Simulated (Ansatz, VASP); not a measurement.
One calculation of Si, two programs

```
CELL_PARAMETERS angstrom
-2.40694 2.40694 1.30933
2.40694 -2.40694 1.30933
2.40694 2.40694 -1.30933
ATOMIC_POSITIONS crystal
Si 0.25000 0.75000 0.50000
Si 0.50000 0.50000 0.00000
```

Change from the starting cell: strain +0.015 along x and y, -0.015 along z, atoms carried along.

Alike in both runs: task single point; functional LDA; k mesh 20 × 20 × 20; occupations gaussian, width 0.15 eV; no spin polarisation.

|  | VASP | Ansatz |
| --- | --- | --- |
| version | VASP 6.6.1 | Ansatz 0.2.0 |
| potentials or method | VASP PAW LDA potentials, release 64 (Si), cutoff 520 eV | scalar-relativistic, plane waves, PAW |
| valence electrons in the cell | 8 | 8 |

```tsv
	VASP	Ansatz	Ansatz less VASP
gap on the k mesh at the Fermi level (eV)	none	none	-
pressure (GPa)	-2.7	-2.7	-0.07
traceless stress, the component that is largest in VASP (GPa)	0.98	0.97	-0.009
```

LDA's correlation is that of Perdew and Zunger in VASP and of Perdew and Wang (1992) in Ansatz. A gap of «none» marks a metal or a gap that the smearing closes.
